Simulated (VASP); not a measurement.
# SiC (wurtzite type) (P6_3mc) in VASP: notebook, part 2 of 2

VASP 6.6.1. Earlier steps stand in the parts before.

## (5) Single point, PBE (9.24 Å³/atom)

This run uses another cell than the first one, of 9.24 Å³/atom.

File INCAR:

```
SYSTEM = SiC
PREC     = Accurate       ! precision mode
ENCUT    = 520            ! plane-wave cutoff, eV
EDIFF    = 1E-7           ! SCF threshold, eV
ISMEAR   = -1             ! smearing method
SIGMA    = 0.1            ! smearing width, eV
LREAL    = .FALSE.        ! projectors in reciprocal space
LASPH    = .TRUE.         ! aspherical terms in the spheres
NELM     = 80             ! most SCF steps
ALGO     = Normal         ! electronic algorithm
ISIF     = 2              ! what is computed and relaxed
LWAVE    = .FALSE.        ! write WAVECAR
LCHARG   = .TRUE.         ! write CHGCAR
GGA      = PE             ! functional
LELF     = .TRUE.         ! ELF
LVHAR    = .TRUE.       
NBANDS   = 16             ! bands
```

File KPOINTS:

```
Automatic mesh
0
G
  13 13 7
  0 0 0
```

File POSCAR:

```
SiC
1.0
    2.9641983271      0.0000000000      0.0000000000
   -1.4820991635      2.5670710531      0.0000000000
    0.0000000000      0.0000000000      4.8584625578
Si C
2 2
Direct
    0.3333333333      0.6666666667      0.0000830320
    0.6666666667      0.3333333333      0.5000830320
    0.3333333333      0.6666666667      0.3759169680
    0.6666666667      0.3333333333      0.8759169680
```

Potentials or basis: VASP PAW PBE potentials, release 64 (Si, C).

Run with:

```sh
> cat potpaw_PBE.64/Si/POTCAR potpaw_PBE.64/C/POTCAR > POTCAR
> mpirun -np 1 vasp_std > vasp.out
```

OUTCAR:

```text
SYSTEM = SiC
   PREC = Accurate
   ENCUT = 520
   EDIFF = 1E-7
   ISMEAR = -1
   LREAL = .FALSE.
   LASPH = .TRUE.
   NELM = 80
   ISIF = 2
   GGA = PE

 ion  position               nearest neighbor table
   1  0.333  0.667  0.000-   4 1.81   4 1.81   4 1.81   3 1.83   2 2.97   2 2.97   2 2.97   2 2.97
                             2 2.97   2 2.97
   2  0.667  0.333  0.500-   3 1.81   3 1.81   3 1.81   4 1.83   1 2.97   1 2.97   1 2.97   1 2.97
                             1 2.97   1 2.97
   3  0.333  0.667  0.376-   2 1.81   2 1.81   2 1.81   1 1.83
   4  0.667  0.333  0.876-   1 1.81   1 1.81   1 1.81   2 1.83

  LATTYP: Found a hexagonal cell.
 ALAT       =     2.9641983271
 C/A-ratio  =     1.6390477362

  Lattice vectors:

 A1 = (   2.9641983271,   0.0000000000,   0.0000000000)
 A2 = (  -1.4820991635,   2.5670710531,   0.0000000000)
 A3 = (   0.0000000000,   0.0000000000,   4.8584625578)

Analysis of symmetry for initial positions (statically):
=====================================================================
 Subroutine PRICEL returns:
 Original cell was already a primitive cell.

 Routine SETGRP: Setting up the symmetry group for a
 hexagonal supercell.

 Subroutine GETGRP returns: Found 12 space group operations
 (whereof  6 operations were pure point group operations)
 out of a pool of 24 trial point group operations.

The static configuration has the point symmetry C_3v.
 The point group associated with its full space group is C_6v.

Analysis of symmetry for dynamics (positions and initial velocities):
=====================================================================
 Subroutine PRICEL returns:
 Original cell was already a primitive cell.

 Routine SETGRP: Setting up the symmetry group for a
 hexagonal supercell.

 Subroutine GETGRP returns: Found 12 space group operations
 (whereof  6 operations were pure point group operations)
 out of a pool of 24 trial point group operations.

The dynamic configuration has the point symmetry C_3v.
 The point group associated with its full space group is C_6v.

 Subroutine INISYM returns: Found 12 space group operations
 (whereof  6 operations are pure point group operations),
 and found     1 'primitive' translations

----------------------------------------------------------------------------------------

                                     Primitive cell

  volume of cell :      36.9695

  direct lattice vectors                    reciprocal lattice vectors
     2.964198327  0.000000000  0.000000000     0.337359343  0.194774507  0.000000000
    -1.482099164  2.567071053  0.000000000     0.000000000  0.389549015  0.000000000
     0.000000000  0.000000000  4.858462558     0.000000000  0.000000000  0.205826429

  length of vectors
     2.964198327  2.964198327  4.858462558     0.389549015  0.389549015  0.205826429

  position of ions in fractional coordinates (direct lattice)
     0.333333333  0.666666667  0.000083032
     0.666666667  0.333333333  0.500083032
     0.333333333  0.666666667  0.375916968
     0.666666667  0.333333333  0.875916968

  ion indices of the primitive-cell ions
   primitive index   ion index
                 1           1
                 2           2
                 3           3
                 4           4

[... 31 lines left out ...]
  0.230769 -0.000000  0.000000      6.000000
  0.307692  0.000000  0.000000      6.000000
  0.384615 -0.000000  0.000000      6.000000
[... 16 lines left out ...]
  0.076923  0.000000  0.142857     12.000000
  0.153846  0.000000  0.142857     12.000000
 [... further k-points ...]
   k-points           NKPTS =     84   k-points in BZ     NKDIM =     84   number of bands    NBANDS=     16
   number of dos      NEDOS =    301   number of ions     NIONS =      4
   total plane-waves  NPLWV =  20736
   dimension x,y,z NGX =    24 NGY =   24 NGZ =   36
   dimension x,y,z NGXF=    48 NGYF=   48 NGZF=   72
   ions per type =               2   2
   NGX,Y,Z   is equivalent  to a cutoff of  13.46, 13.46, 12.32 a.u.
   NGXF,Y,Z  is equivalent  to a cutoff of  26.92, 26.92, 24.64 a.u.
 SYSTEM =  SiC
   PREC   = accura    normal or accurate (medium, high low for compatibility)
   ISTART =      0    job   : 0-new  1-cont  2-samecut
   ICHARG =      2    charge: 1-file 2-atom 10-const
   ISPIN  =      1    spin polarized calculation?
   LNONCOLLINEAR =      F non collinear calculations
   LSORBIT =      F    spin-orbit coupling
   LASPH  =      T    aspherical Exc in radial PAW
   ENCUT  =  520.0 eV  38.22 Ry    6.18 a.u.   5.51  5.51  9.03*2*pi/ulx,y,z
   NELM   =     80;   NELMIN=  2; NELMDL= -5     # of ELM steps
   EDIFF  = 0.1E-06   stopping-criterion for ELM
   LREAL  =      F    real-space projection
   EDIFFG = 0.1E-05   stopping-criterion for IOM
   NSW    =      0    number of steps for IOM
   IBRION =     -1    ionic relax: 0-MD 1-quasi-New 2-CG
   NFREE  =      0    steps in history (QN), initial steepest desc. (CG)
   ISIF   =      2    stress and relaxation
   ISYM   =      2    0-nonsym 1-usesym 2-fastsym
   POTIM  = 0.5000    time-step for ionic-motion
   TEBEG  =    0.0;   TEEND  =   0.0 temperature during run
   PSTRESS=    0.0 pullay stress
   NELECT =      16.0000    total number of electrons
   NUPDOWN=      -1.0000    fix difference up-down
   EMIN   =  10.00;   EMAX   =-10.00  energy-range for DOS
   EFERMI =   0.00;   METHOD = LEGACY
   ISMEAR =    -1;   SIGMA  =   0.10  broadening in eV -4-tet -1-fermi 0-gaus
   EFERMI_NEDOS =   21; number of points for ismear=-14 and -15
   IALGO  =     38    algorithm
   IMIX   =      4    mixing-type and parameters
     AMIX     =   0.40;   BMIX     =  1.00
     AMIX_MAG =   1.60;   BMIX_MAG =  1.00
  volume/ion in A,a.u.               =       9.24        62.37
  Fermi-wavevector in a.u.,A,eV,Ry     =   1.238322  2.340089 20.863727  1.533441
  Thomas-Fermi vector in A             =   2.372852
   LORBIT       =      0    0 simple, 1 ext, 2 COOP (PROOUT), +10 PAW based schemes
   GGA     = PE    functional components
   LHFCALC =     F    Hartree Fock is set to
   AEXX    =    0.0000 exact exchange contribution
   IVDW    =     0    specifies the selected vdW correction
   LEPSILON=     F    determine dielectric tensor
   LRPA    =     F    only Hartree local field effects (RPA)
 non-spin polarized calculation
  energy-cutoff  :      520.00
  volume of cell :       36.97
 maximum number of plane-waves:      1019
 NGX is ok and might be reduce to    24
   NGX = 11   NGY = 11   NGZ = 19

 number of electron      16.0000001 magnetization

 Free energy of the ion-electron system (eV)
  ---------------------------------------------------
  ext. energy  EPLUGINS =         0.00000000
  ---------------------------------------------------
  free energy    TOTEN  =       -29.61539051 eV

  energy without entropy =      -29.61538971  energy(sigma->0) =      -29.61539011

 E-fermi :  10.7139     XC(G=0): -11.8470

 val. band max:        9.5828041092   @ k =   0.0000   0.0000   0.0000
 cond. band min:      11.7579271364   @ k =   0.3077   0.3077   0.0000
 fundamental gap:      2.1751230272
 Fermi energy:        10.7138851567

 k-point     1 :       0.0000    0.0000    0.0000
  band No.  band energies     occupation
      1      -6.9089      2.00000
      2      -2.8926      2.00000
      3       0.2194      2.00000
      4       8.2119      2.00000
      5       8.2119      2.00000
      6       9.4766      1.99999
[... 433 lines left out ...]
      3       1.2890      2.00000
      4       6.2731      2.00000
      5       7.6128      2.00000
      6       7.9162      2.00000
[... 8 lines left out ...]
     15      19.9958      0.00000
     16      20.4524      0.00000

 [... further k-points ...]

------------------------ aborting loop because EDIFF is reached ----------------------------------------

  FORCE on cell =-STRESS in cart. coord.  units (eV):
  Direction    XX          YY          ZZ          XY          YZ          ZX
  --------------------------------------------------------------------------------------
  -------------------------------------------------------------------------------------
  Total        8.0351634      8.0351634      8.0406237      0.0000000      0.0000000     -0.0000000
  in kB      348.2260743    348.2260743    348.4627104      0.0000000      0.0000000     -0.0000000
  external PRESSURE =     348.3049530 kB  Pullay stress =       0.0000000 kB

 VOLUME and BASIS-vectors are now :
 -----------------------------------------------------------------------------
  energy-cutoff  :      520.00
  volume of cell :       36.97
      direct lattice vectors                 reciprocal lattice vectors
     2.964198327  0.000000000  0.000000000     0.337359343  0.194774507  0.000000000
    -1.482099164  2.567071053  0.000000000     0.000000000  0.389549015  0.000000000
     0.000000000  0.000000000  4.858462558     0.000000000  0.000000000  0.205826429

 POSITION                                       TOTAL-FORCE (eV/Angst)
 -----------------------------------------------------------------------------------
     -0.00000      1.71138      0.00040        -0.000000      0.000000      0.000365
      1.48210      0.85569      2.42963         0.000000     -0.000000      0.000365
     -0.00000      1.71138      1.82638        -0.000000      0.000000     -0.000365
      1.48210      0.85569      4.25561         0.000000     -0.000000     -0.000365
 -----------------------------------------------------------------------------------
    total drift:                               -0.000000      0.000000     -0.000028

  FREE ENERGIE OF THE ION-ELECTRON SYSTEM (eV)
  ---------------------------------------------------
  free  energy   TOTEN  =       -29.6153905108 eV

  energy  without entropy=      -29.6153897124  energy(sigma->0) =      -29.61539011
```

It took 61 s on 1 thread of Intel Xeon 8259CL, shared host; peak memory 0.17 GiB.

Results:

```
Free energy            : -29.6154 eV
Pressure               : 34.8 GPa
Band gap on the k mesh : 2.18 eV (least direct gap 4.20 eV)
```

Levels at points of the mesh, in eV from the valence-band top:
```tsv
k point	band 6	band 7	band 8	band 9	band 10	band 11
(0.00, 0.00, 0.00)	-0.11	0.00	0.00	5.76	7.36	7.36
```

Caveat: the cell stands under pressure.

## (6) Summary

```tsv
cell	gap on the mesh (eV)	pressure (GPa)
a = 2.777, b = 2.777, c = 4.531 Å, angles 90.0, 90.0, 120.0°, 4 atoms, atomic positions A	1.83	130.5
a = 2.873, b = 2.873, c = 4.702 Å, angles 90.0, 90.0, 120.0°, 4 atoms, atomic positions B	2.01	72.9
a = 2.964, b = 2.964, c = 4.858 Å, angles 90.0, 90.0, 120.0°, 4 atoms, atomic positions C	2.18	34.8
```

Alike in all rows: task single point; level PBE; potentials or basis VASP PAW PBE potentials, release 64 (Si, C); no spin polarisation; k mesh 13 × 13 × 7; cutoff (eV) 520; smearing fermi-dirac 0.1 eV.

Caveats: the cell stands under pressure.

Total energies depend on the potentials used, so only differences within one code and one set of settings carry meaning.
